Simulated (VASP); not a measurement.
# Rh (Fm-3m) in VASP: a series of runs, part 2 of 2

VASP 6.6.1.

## Step 4: Electric field gradients, LDA

INCAR reads:

```
SYSTEM = Rh
PREC = Accurate
ENCUT = 520
EDIFF = 1E-8
ISMEAR = -1
SIGMA = 0.05
LREAL = .FALSE.
LASPH = .TRUE.
NELM = 60
ALGO = Normal
ISIF = 2
LWAVE = .FALSE.
LCHARG = .FALSE.
GGA = CA
LEFG = .TRUE.
NBANDS = 14
```

KPOINTS reads:

```
Automatic mesh
0
G
  25 25 25
  0 0 0
```

POSCAR reads:

```
Rh
1.0
    0.0000000000      1.9029860865      1.9029860865
    1.9029860865      0.0000000000      1.9029860865
    1.9029860865      1.9029860865      0.0000000000
Rh
1
Direct
    0.0000000000      0.0000000000      0.0000000000
```

Potentials or basis: VASP PAW LDA potentials, release 64 (Rh_pv).

The run is started by

```bash
$ cat potpaw_LDA.64/Rh_pv/POTCAR > POTCAR
$ mpirun -np 1 vasp_std > vasp.out
```

OUTCAR:

```text
SYSTEM = Rh
   PREC = Accurate
   ENCUT = 520
   EDIFF = 1E-8
   ISMEAR = -1
   LREAL = .FALSE.
   LASPH = .TRUE.
   NELM = 60
   ISIF = 2
   GGA = CA

 ion  position               nearest neighbor table
   1  0.000  0.000  0.000-

  LATTYP: Found a face centered cubic cell.
 ALAT       =     3.8059721730

  Lattice vectors:

 A1 = (   0.0000000000,   1.9029860865,   1.9029860865)
 A2 = (   1.9029860865,   0.0000000000,   1.9029860865)
 A3 = (   1.9029860865,   1.9029860865,   0.0000000000)

Analysis of symmetry for initial positions (statically):
=====================================================================
 Subroutine PRICEL returns:
 Original cell was already a primitive cell.

 Routine SETGRP: Setting up the symmetry group for a
 face centered cubic supercell.

 Subroutine GETGRP returns: Found 48 space group operations
 (whereof 48 operations were pure point group operations)
 out of a pool of 48 trial point group operations.

The static configuration has the point symmetry O_h .

Analysis of symmetry for dynamics (positions and initial velocities):
=====================================================================
 Subroutine PRICEL returns:
 Original cell was already a primitive cell.

 Routine SETGRP: Setting up the symmetry group for a
 face centered cubic supercell.

 Subroutine GETGRP returns: Found 48 space group operations
 (whereof 48 operations were pure point group operations)
 out of a pool of 48 trial point group operations.

The dynamic configuration has the point symmetry O_h .

 Subroutine INISYM returns: Found 48 space group operations
[... 152 lines left out ...]
      2     -34.4993      2.00000
      3     -34.4993      2.00000
      4       3.6515      2.00000
      5       8.5640      2.00000
      6       8.5640      2.00000
      7       8.5640      2.00000
      8      10.6817      2.00000
      9      10.6817      2.00000
     10      27.6155      0.00000
     11      32.0147      0.00000
     12      33.0057      0.00000
     13      33.0057      0.00000
     14      33.0057      0.00000
[... 377 lines left out ...]
      1     -35.1982      2.00000
      2     -34.6023      2.00000
      3     -34.6007      2.00000
      4       5.6088      2.00000
      5       8.5047      2.00000
      6       8.6083      2.00000
      7      11.0516      1.99999
      8      12.1459      0.00013
      9      12.5276      0.00000
     10      21.2094      0.00000
     11      27.4567      0.00000
     12      32.0149      0.00000
     13      32.8949      0.00000
     14      33.3101      0.00000

 [... further k-points ...]
[... 5 lines left out ...]
  --------------------------------------------------------------------------------------
  -------------------------------------------------------------------------------------
  Total       -0.9454176     -0.9454176     -0.9454176      0.0000000      0.0000000     -0.0000000
  in kB     -109.8999371   -109.8999371   -109.8999371      0.0000000      0.0000000     -0.0000000
  external PRESSURE =    -109.8999371 kB  Pullay stress =       0.0000000 kB

 VOLUME and BASIS-vectors are now :
 -----------------------------------------------------------------------------
  energy-cutoff  :      520.00
  volume of cell :       13.78
      direct lattice vectors                 reciprocal lattice vectors
     0.000000000  1.902986086  1.902986086    -0.262744958  0.262744958  0.262744958
     1.902986086  0.000000000  1.902986086     0.262744958 -0.262744958  0.262744958
     1.902986086  1.902986086  0.000000000     0.262744958  0.262744958 -0.262744958

 POSITION                                       TOTAL-FORCE (eV/Angst)
 -----------------------------------------------------------------------------------
      0.00000      0.00000      0.00000         0.000000      0.000000      0.000000
 -----------------------------------------------------------------------------------
    total drift:                                0.000000      0.000000      0.000000

  FREE ENERGIE OF THE ION-ELECTRON SYSTEM (eV)
  ---------------------------------------------------
  free  energy   TOTEN  =        -8.6706183947 eV

  energy  without entropy=       -8.6594471285  energy(sigma->0) =       -8.66503276

 Electric field gradients (V/A^2)
---------------------------------------------------------------------
 ion       V_xx      V_yy      V_zz      V_xy      V_xz      V_yz
---------------------------------------------------------------------
   1       0.000     0.000    -0.000     0.001     0.001     0.001
---------------------------------------------------------------------

 Electric field gradients after diagonalization (V/A^2)
 (convention: |V_zz| > |V_xx| > |V_yy|)
----------------------------------------------------------------------
 ion       V_xx      V_yy      V_zz     asymmetry (V_yy - V_xx)/ V_zz
----------------------------------------------------------------------
   1      -0.001    -0.001     0.001       0.000
----------------------------------------------------------------------

           NMR quadrupolar parameters

 Cq : quadrupolar parameter    Cq=e*Q*V_zz/h
 eta: asymmetry parameters     (V_yy - V_xx)/ V_zz
 Q  : nuclear electric quadrupole moment in mb (millibarn)
----------------------------------------------------------------------
 ion       Cq(MHz)       eta       Q (mb)
----------------------------------------------------------------------
   1       0.000       0.000       1.000
----------------------------------------------------------------------
```

OSZICAR:

```text
N       E                     dE             d eps       ncg     rms          rms(c)
DAV:   1     0.119477263908E+03    0.11948E+03   -0.88051E+03 12812   0.115E+03
DAV:   2    -0.767280888326E+01   -0.12715E+03   -0.12141E+03 14090   0.340E+02
DAV:   3    -0.924156976349E+01   -0.15688E+01   -0.15663E+01 15326   0.417E+01
DAV:   4    -0.924737965651E+01   -0.58099E-02   -0.58096E-02 14324   0.260E+00
DAV:   5    -0.924743152004E+01   -0.51864E-04   -0.51864E-04 15248   0.217E-01    0.105E+01
DAV:   6    -0.869505522214E+01    0.55238E+00   -0.93272E-01 13418   0.133E+01    0.342E+00
DAV:   7    -0.867579183256E+01    0.19263E-01   -0.14715E-02 14534   0.144E+00    0.166E+00
DAV:   8    -0.867074864339E+01    0.50432E-02   -0.42018E-03 13688   0.901E-01    0.175E-01
DAV:   9    -0.867061241049E+01    0.13623E-03   -0.14800E-04 13526   0.171E-01    0.401E-02
DAV:  10    -0.867061845212E+01   -0.60416E-05   -0.28799E-06 14372   0.197E-02    0.255E-03
DAV:  11    -0.867061839242E+01    0.59700E-07   -0.19032E-07 14690   0.586E-03    0.390E-04
DAV:  12    -0.867061839474E+01   -0.23201E-08   -0.61993E-09  8280   0.113E-03
   1 F= -.86706184E+01 E0= -.86650328E+01  d E =-.111713E-01
```

stdout:

```text
POSCAR found type information on POSCAR Rh
 POSCAR found :  1 types and       1 ions
 scaLAPACK will be used
 LDA part: xc-table for (Slater(with rela. corr.)+CA(PZ))
 , standard interpolation
 POSCAR, INCAR and KPOINTS ok, starting setup
 FFT: planning ... GRIDC
 FFT: planning ... GRID_SOFT
 FFT: planning ... GRID
 WAVECAR not read
 entering main loop
ion   1
```

It took 1.7 min on 1 thread of Intel Xeon 8259CL, shared host; peak memory 0.18 GiB.

What came out:

| Item | Value |
| --- | --- |
| Free energy | -8.6706 eV |
| Pressure | -11.0 GPa |

Levels at points of the mesh, in eV from the Fermi level:
| k point | band 4 | band 5 | band 6 | band 7 | band 8 | band 9 | band 10 | band 11 |
| --- | --- | --- | --- | --- | --- | --- | --- | --- |
| (0.00, 0.00, 0.00) | -8.01 | -3.10 | -3.10 | -3.10 | -0.98 | -0.98 | 15.95 | 20.35 |

Caveat: without QUAD_EFG the Cq values of the log hold for a quadrupole moment of 1 mb, not for the nuclei.

## Step 5: The runs side by side

```csv
k mesh,gap on the mesh (eV),pressure (GPa)
9 × 9 × 9,none,-11.0
14 × 14 × 14,none,-11.0
25 × 25 × 25,none,-11.0
```

Alike in all rows: task electric field gradients; level LDA; potentials or basis VASP PAW LDA potentials, release 64 (Rh_pv); no spin polarisation; cell as given; cutoff (eV) 520; smearing fermi-dirac 0.05 eV.

Every run on the cell as given and a fine mesh finds a metal.

Absolute energies hang on the potentials; compare differences alone.
